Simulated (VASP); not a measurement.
# Pt: single point with LDA

Pt:

```
Pt
1.0
     0.00000    1.94674    1.94674
     1.94674    0.00000    1.94674
     1.94674    1.94674    0.00000
Pt
1
Cartesian
  0.0000 0.0000 0.0000
```

```
Program             : VASP 6.6.1
Task                : single point
Functional          : LDA
Potentials or basis : VASP PAW LDA potentials, release 64 (Pt)
Cutoff              : 520 eV
k mesh              : 16 × 16 × 16
Occupations         : gaussian, width 0.1 eV
Spin                : no spin polarisation
```

| Item | Value |
| --- | --- |
| Pressure | 0.8 GPa |
| Band gap on the k mesh | zero (band 5 reaches 12.08 eV, above the bottom of band 6 at 9.77 eV) |

Levels at points of the mesh, in eV from the Fermi level:
```csv
k point,band 3,band 4,band 5,band 6,band 7,band 8
"(0.00, 0.00, 0.00)",-3.94,-3.94,-1.67,-1.67,14.58,19.62
"(0.50, 0.00, 0.00)",-3.99,-0.55,0.07,0.07,6.02,14.15
"(0.50, 0.50, 0.00)",0.05,0.53,0.53,1.74,9.13,11.43
```

It took 11 s on 1 thread of AMD EPYC 9R45 96-Core Processor (Zen 5) (shared host), peak memory 0.1 GiB.

Caveat: spin-orbit coupling is left out, which moves the levels of the heavy elements.
